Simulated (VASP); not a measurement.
# K (Cmcm) in VASP: single point with r2SCAN

Aim: the single point of K with r2SCAN.

Everything below comes from runs of VASP 6.6.1. Logs are shortened: lines on timing, memory, paths and dates and some standing lists are left out, and cuts for length are marked.

**1. The cell of the first run**

The structure is orthorhombic, space group Cmcm (No. 63). Conventional cell: a = 4.876 Å, b = 8.095 Å, c = 7.812 Å, α = 90.00°, β = 90.00°, γ = 90.00°.

**2. Single point, r2SCAN**

POSCAR

```
K
1.0
    2.4379623500     -4.0476104500      0.0000000000
    2.4379623500      4.0476104500      0.0000000000
    0.0000000000      0.0000000000      7.8117980100
K
2
Direct
    0.8206130200      0.1793869800      0.2500000000
    0.1793869800      0.8206130200      0.7500000000
```

INCAR.step1

```
ALGO     = Normal         # electronic algorithm
EDIFF    = 1E-4           # SCF threshold, eV
ENCUT    = 520            # plane-wave cutoff, eV
GGA      = PE             # functional
ISMEAR   = 0              # smearing method
LASPH    = T              # aspherical terms in the spheres
LCHARG   = F              # write CHGCAR
LREAL    = F              # projectors in reciprocal space
LWAVE    = T              # write WAVECAR
NBANDS   = 16             # bands
NELM     = 80             # most SCF steps
PREC     = Accurate       # precision mode
SIGMA    = 0.15           # smearing width, eV
```

INCAR.step2

```
ALGO     = Normal         # electronic algorithm
EDIFF    = 1E-7           # SCF threshold, eV
ENCUT    = 520            # plane-wave cutoff, eV
ISIF     = 2              # what is computed and relaxed
ISMEAR   = 0              # smearing method
ISTART   = 1            
LASPH    = T              # aspherical terms in the spheres
LCHARG   = F              # write CHGCAR
LMIXTAU  = T            
LREAL    = F              # projectors in reciprocal space
LWAVE    = F              # write WAVECAR
METAGGA  = R2SCAN         # meta-GGA
NBANDS   = 16             # bands
NELM     = 80             # most SCF steps
PREC     = Accurate       # precision mode
SIGMA    = 0.15           # smearing width, eV
```

KPOINTS

```
k-points
0
Gamma
  12 12 6
```

Potentials or basis: VASP PAW PBE potentials, release 64 (K_sv).

Run with:

```bash
> cat potpaw_PBE.64/K_sv/POTCAR > POTCAR
> cp INCAR.step1 INCAR
> mpirun -np 1 vasp_std > vasp.out
> cp INCAR.step2 INCAR
> mpirun -np 1 vasp_std > vasp.out
```

OUTCAR:

```text
EDIFF = 1E-7
   ENCUT = 520
   ISIF = 2
   ISMEAR = 0
   ISTART = 1
   LASPH = T
   LREAL = F
   METAGGA = R2SCAN
   NELM = 80
   PREC = Accurate

 ion  position               nearest neighbor table
   1  0.821  0.179  0.250-
   2  0.179  0.821  0.750-

  LATTYP: Found a base centered orthorhombic cell.
 ALAT       =     4.8759247000
 B/A-ratio  =     1.6602432150
 C/A-ratio  =     1.6021162119

  Lattice vectors:

 A1 = (   2.4379623500,  -4.0476104500,   0.0000000000)
 A2 = (   2.4379623500,   4.0476104500,   0.0000000000)
 A3 = (   0.0000000000,   0.0000000000,   7.8117980100)

Analysis of symmetry for initial positions (statically):
=====================================================================
 Subroutine PRICEL returns:
 Original cell was already a primitive cell.

 Routine SETGRP: Setting up the symmetry group for a
 base centered orthorhombic supercell.

 Subroutine GETGRP returns: Found  8 space group operations
 (whereof  4 operations were pure point group operations)
 out of a pool of  8 trial point group operations.

The static configuration has the point symmetry C_2h.
 The point group associated with its full space group is D_2h.

Analysis of symmetry for dynamics (positions and initial velocities):
=====================================================================
 Subroutine PRICEL returns:
 Original cell was already a primitive cell.

 Routine SETGRP: Setting up the symmetry group for a
 base centered orthorhombic supercell.

 Subroutine GETGRP returns: Found  8 space group operations
 (whereof  4 operations were pure point group operations)
 out of a pool of  8 trial point group operations.

The dynamic configuration has the point symmetry C_2h.
 The point group associated with its full space group is D_2h.

 Subroutine INISYM returns: Found  8 space group operations
 (whereof  4 operations are pure point group operations),
 and found     1 'primitive' translations

----------------------------------------------------------------------------------------

                                     Primitive cell

  volume of cell :     154.1724

  direct lattice vectors                    reciprocal lattice vectors
     2.437962350 -4.047610450  0.000000000     0.205089303 -0.123529674  0.000000000
     2.437962350  4.047610450  0.000000000     0.205089303  0.123529674  0.000000000
     0.000000000  0.000000000  7.811798010     0.000000000  0.000000000  0.128011502

  length of vectors
     4.725125477  4.725125477  7.811798010     0.239418468  0.239418468  0.128011502

  position of ions in fractional coordinates (direct lattice)
     0.820613020  0.179386980  0.250000000
     0.179386980  0.820613020  0.750000000

  ion indices of the primitive-cell ions
   primitive index   ion index
                 1           1
                 2           2

----------------------------------------------------------------------------------------

 KPOINTS: k-points

Automatic generation of k-mesh.
 Grid dimensions read from file:
 generate k-points for:   12   12    6

 Generating k-lattice:

  Cartesian coordinates                     Fractional coordinates (reciprocal lattice)
     0.017090775 -0.010294140  0.000000000     0.083333333 -0.000000000  0.000000000
     0.017090775  0.010294140  0.000000000    -0.000000000  0.083333333  0.000000000
     0.000000000  0.000000000  0.021335250     0.000000000  0.000000000  0.166666667

  Length of vectors
     0.019951539  0.019951539  0.021335250

  Shift w.r.t. Gamma in fractional coordinates (k-lattice)
     0.000000000  0.000000000  0.000000000

 Subroutine IBZKPT returns following result:
 ===========================================

 Found    172 irreducible k-points:

 Following reciprocal coordinates:
            Coordinates               Weight
  0.000000  0.000000  0.000000      1.000000
  0.083333  0.000000  0.000000      4.000000
  0.166667 -0.000000  0.000000      4.000000
  0.250000  0.000000  0.000000      4.000000
  0.333333  0.000000  0.000000      4.000000
  0.416667 -0.000000  0.000000      4.000000
[... 16 lines left out ...]
  0.500000  0.166667  0.000000      4.000000
 -0.416667  0.166667  0.000000      4.000000
 [... further k-points ...]
   k-points           NKPTS =    172   k-points in BZ     NKDIM =    172   number of bands    NBANDS=     16
   number of dos      NEDOS =    301   number of ions     NIONS =      2
   total plane-waves  NPLWV =  77760
   dimension x,y,z NGX =    36 NGY =   36 NGZ =   60
   dimension x,y,z NGXF=    72 NGYF=   72 NGZF=  120
   ions per type =               2
   NGX,Y,Z   is equivalent  to a cutoff of  12.67, 12.67, 12.77 a.u.
   NGXF,Y,Z  is equivalent  to a cutoff of  25.33, 25.33, 25.54 a.u.
 SYSTEM =  unknown system
   PREC   = accura    normal or accurate (medium, high low for compatibility)
   ISTART =      1    job   : 0-new  1-cont  2-samecut
   ICHARG =      0    charge: 1-file 2-atom 10-const
   ISPIN  =      1    spin polarized calculation?
   LNONCOLLINEAR =      F non collinear calculations
   LSORBIT =      F    spin-orbit coupling
   LASPH  =      T    aspherical Exc in radial PAW
   ENCUT  =  520.0 eV  38.22 Ry    6.18 a.u.   8.79  8.79 14.52*2*pi/ulx,y,z
   NELM   =     80;   NELMIN=  2; NELMDL=  0     # of ELM steps
   EDIFF  = 0.1E-06   stopping-criterion for ELM
   LREAL  =      F    real-space projection
   EDIFFG = 0.1E-05   stopping-criterion for IOM
   NSW    =      0    number of steps for IOM
   IBRION =     -1    ionic relax: 0-MD 1-quasi-New 2-CG
   NFREE  =      0    steps in history (QN), initial steepest desc. (CG)
   ISIF   =      2    stress and relaxation
   ISYM   =      2    0-nonsym 1-usesym 2-fastsym
   POTIM  = 0.5000    time-step for ionic-motion
   TEBEG  =    0.0;   TEEND  =   0.0 temperature during run
   PSTRESS=    0.0 pullay stress
   NELECT =      18.0000    total number of electrons
   NUPDOWN=      -1.0000    fix difference up-down
   EMIN   =  10.00;   EMAX   =-10.00  energy-range for DOS
   EFERMI =   0.00;   METHOD = LEGACY
   ISMEAR =     0;   SIGMA  =   0.15  broadening in eV -4-tet -1-fermi 0-gaus
   EFERMI_NEDOS =   21; number of points for ismear=-14 and -15
   IALGO  =     38    algorithm
   IMIX   =      4    mixing-type and parameters
     AMIX     =   0.40;   BMIX     =  1.00
     AMIX_MAG =   1.60;   BMIX_MAG =  1.00
  volume/ion in A,a.u.               =      77.09       520.20
  Fermi-wavevector in a.u.,A,eV,Ry     =   0.800135  1.512036  8.710674  0.640216
  Thomas-Fermi vector in A             =   1.907373
   LORBIT       =      0    0 simple, 1 ext, 2 COOP (PROOUT), +10 PAW based schemes
   METAGGA = R2SCAN    functional components
   LHFCALC =     F    Hartree Fock is set to
   AEXX    =    0.0000 exact exchange contribution
   IVDW    =     0    specifies the selected vdW correction
   LEPSILON=     F    determine dielectric tensor
   LRPA    =     F    only Hartree local field effects (RPA)
 non-spin polarized calculation
 Gauss-broadening in eV      SIGMA  =   0.15
  energy-cutoff  :      520.00
  volume of cell :      154.17
 maximum number of plane-waves:      4174
   NGX = 17   NGY = 17   NGZ = 29

 number of electron      18.0000000 magnetization

 Free energy of the ion-electron system (eV)
  ---------------------------------------------------
  ext. energy  EPLUGINS =         0.00000000
  ---------------------------------------------------
  free energy    TOTEN  =       -12.03116511 eV

  energy without entropy =      -12.01533398  energy(sigma->0) =      -12.02324954

 E-fermi :  -0.1756     XC(G=0):  -5.7923

 val. band max:       -0.1971905017   @ k =   0.5000   0.4167   0.0000
 cond. band min:      -0.1733577296   @ k =   0.5000   0.1667   0.3333
 fundamental gap:      0.0238327721
 Fermi energy:        -0.1756077911

 k-point     1 :       0.0000    0.0000    0.0000
  band No.  band energies     occupation
      1     -33.8476      2.00000
      2     -33.8445      2.00000
      3     -16.5798      2.00000
      4     -16.5325      2.00000
      5     -16.5280      2.00000
      6     -16.5224      2.00000
[... 8 lines left out ...]
     15       4.6530      0.00000
     16       4.8250      0.00000

 k-point     2 :       0.0833    0.0000    0.0000
  band No.  band energies     occupation
      1     -33.8474      2.00000
      2     -33.8444      2.00000
      3     -16.5784      2.00000
      4     -16.5347      2.00000
      5     -16.5295      2.00000
      6     -16.5254      2.00000
[... 8 lines left out ...]
     15       4.6394      0.00000
     16       4.8668      0.00000

 k-point     3 :       0.1667   -0.0000    0.0000
  band No.  band energies     occupation
      1     -33.8469      2.00000
      2     -33.8442      2.00000
      3     -16.5747      2.00000
      4     -16.5420      2.00000
      5     -16.5336      2.00000
      6     -16.5323      2.00000
[... 8 lines left out ...]
     15       4.5063      0.00000
     16       4.7982      0.00000

 k-point     4 :       0.2500    0.0000    0.0000
  band No.  band energies     occupation
      1     -33.8462      2.00000
      2     -33.8439      2.00000
      3     -16.5690      2.00000
      4     -16.5525      2.00000
      5     -16.5447      2.00000
      6     -16.5354      2.00000
[... 8 lines left out ...]
     15       4.6704      0.00000
     16       4.6877      0.00000
[... 324 lines left out ...]
 k-point    22 :       0.4167    0.1667    0.0000
  band No.  band energies     occupation
      1     -33.8442      2.00000
      2     -33.8436      2.00000
      3     -16.5708      2.00000
      4     -16.5630      2.00000
      5     -16.5498      2.00000
      6     -16.5481      2.00000
[... 8 lines left out ...]
     15       3.6425      0.00000
     16       4.1767      0.00000

 k-point    23 :       0.5000    0.1667    0.0000
  band No.  band energies     occupation
      1     -33.8445      2.00000
      2     -33.8434      2.00000
      3     -16.5698      2.00000
      4     -16.5637      2.00000
      5     -16.5540      2.00000
      6     -16.5456      2.00000
[... 8 lines left out ...]
     15       3.7200      0.00000
     16       4.4292      0.00000

 k-point    24 :      -0.4167    0.1667    0.0000
  band No.  band energies     occupation
      1     -33.8450      2.00000
      2     -33.8434      2.00000
      3     -16.5639      2.00000
      4     -16.5607      2.00000
      5     -16.5603      2.00000
      6     -16.5418      2.00000
[... 8 lines left out ...]
     15       3.8792      0.00000
     16       4.7090      0.00000

 [... further k-points ...]
[... 5 lines left out ...]
  --------------------------------------------------------------------------------------
  -------------------------------------------------------------------------------------
  Total       -0.0524312     -0.0036114     -0.0323065      0.0000000     -0.0000000      0.0000000
  in kB       -0.5448707     -0.0375299     -0.3357328      0.0000000     -0.0000000      0.0000000
  external PRESSURE =      -0.3060445 kB  Pullay stress =       0.0000000 kB

 VOLUME and BASIS-vectors are now :
 -----------------------------------------------------------------------------
  energy-cutoff  :      520.00
  volume of cell :      154.17
      direct lattice vectors                 reciprocal lattice vectors
     2.437962350 -4.047610450  0.000000000     0.205089303 -0.123529674  0.000000000
     2.437962350  4.047610450  0.000000000     0.205089303  0.123529674  0.000000000
     0.000000000  0.000000000  7.811798010     0.000000000  0.000000000  0.128011502

 POSITION                                       TOTAL-FORCE (eV/Angst)
 -----------------------------------------------------------------------------------
      2.43796     -2.59543      1.95295         0.000000     -0.000620      0.000000
      2.43796      2.59543      5.85885         0.000000      0.000620     -0.000000
 -----------------------------------------------------------------------------------
    total drift:                               -0.000000     -0.000000      0.000000

  FREE ENERGIE OF THE ION-ELECTRON SYSTEM (eV)
  ---------------------------------------------------
  free  energy   TOTEN  =       -12.0311651070 eV

  energy  without entropy=      -12.0153339754  energy(sigma->0) =      -12.02324954
```

It took 20 min on 1 thread of Intel Xeon 6975P-C, shared host; peak memory 0.53 GiB.

What came out:

- Free energy: -12.0312 eV
- Pressure: 0.0 GPa
- Band gap on the k mesh: zero (band 9 reaches 1.04 eV, above the bottom of band 10 at -1.67 eV)

Levels at points of the mesh, in eV from the Fermi level:
```tsv
k point	band 7	band 8	band 9	band 10	band 11	band 12
(0.00, 0.00, 0.00)	-16.35	-16.35	-2.23	0.45	0.47	4.26
(0.50, 0.00, 0.00)	-16.36	-16.35	0.15	0.17	1.77	2.20
(0.50, 0.50, 0.00)	-16.36	-16.36	0.30	0.30	1.74	2.10
(0.00, 0.00, 0.50)	-16.35	-16.35	-1.50	-1.50	2.97	2.97
(0.50, 0.00, 0.50)	-16.36	-16.36	0.68	0.68	0.81	0.81
(0.50, 0.50, 0.50)	-16.36	-16.36	0.77	0.77	0.98	0.98
```

Caveat: the PAW data sets were made with another functional, which shifts forces and pressure a little.
